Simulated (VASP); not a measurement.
Set up this calculation in VASP 6.6.1, as the native input.

* Task: single point
* Functional: B3LYP5
* Potentials or basis: VASP PAW PBE potentials, release 64 (Ru_sv)
* Cutoff: 420 eV
* k mesh: 6 × 6 × 3
* Occupations: fermi-dirac, width 0.05 eV
* Spin: no spin polarisation
* Dipole correction: no
* Grid for exact exchange (PRECFOCK): Normal
* Further INCAR settings: ALGO = Normal; EDIFF = 1e-06; NBANDS = 23
* Share of exact exchange: 0.2

Crystal: Ru.

```
Ru
1.0
     2.68764    0.00000    0.00000
    -1.34382    2.32756    0.00000
     0.00000    0.00000    4.25316
Ru
2
Direct
  0.66667 0.33333 0.75000
  0.33333 0.66667 0.25000
```

The input as run:

POSCAR

```
Ru
1.0
    2.6876397213      0.0000000000      0.0000000000
   -1.3438198606      2.3275642749      0.0000000000
    0.0000000000      0.0000000000      4.2531615502
Ru
2
Direct
    0.6666666667      0.3333333333      0.7500000000
    0.3333333333      0.6666666667      0.2500000000
```

INCAR.step1

```
SYSTEM = Ru
PREC = Accurate
ENCUT = 420
EDIFF = 1E-5
ISMEAR = -1
SIGMA = 0.05
LREAL = .FALSE.
LASPH = .TRUE.
NELM = 120
ALGO = Normal
ISIF = 2
LWAVE = .TRUE.
LCHARG = .FALSE.
NBANDS = 23
GGA = PE
GGA_COMPAT = .FALSE.
```

INCAR.step2

```
SYSTEM = Ru
PREC = Accurate
ENCUT = 420
EDIFF = 1E-6
ISMEAR = -1
SIGMA = 0.05
LREAL = .FALSE.
LASPH = .TRUE.
NELM = 120
ALGO = Normal
ISIF = 2
LWAVE = .FALSE.
LCHARG = .FALSE.
GGA = B5
LHFCALC = .TRUE.
AEXX = 0.2
AGGAX = 0.72
AGGAC = 0.81
ALDAC = 0.19
PRECFOCK = Normal
NBANDS = 23
ISTART = 1
GGA_COMPAT = .FALSE.
```

KPOINTS

```
Automatic mesh
0
G
  6 6 3
  0 0 0
```

Potentials or basis: VASP PAW PBE potentials, release 64 (Ru_sv).

Command:

```console
$ cat potpaw_PBE.64/Ru_sv/POTCAR > POTCAR
$ cp INCAR.step1 INCAR
$ mpirun -np 1 vasp_std > vasp.out
$ cp INCAR.step2 INCAR
$ mpirun -np 1 vasp_std > vasp.out
```

It gave:

| Item | Value |
| --- | --- |
| Pressure | 12.6 GPa |
| Band gap on the k mesh | zero (bands 16 and 17 overlap by 4.34 eV) |

Caveat: the k points lie up to 0.49 Å⁻¹ apart, too coarse for converged energies and pressures of a metal; the PAW data sets were made with another functional, which shifts forces and pressure a little.

Run time: 25 min on 1 thread of Intel(R) Xeon(R) Platinum 8259CL CPU @ 2.50GHz (Skylake/Cascade Lake), on a shared host, peak memory 0.13 GiB.
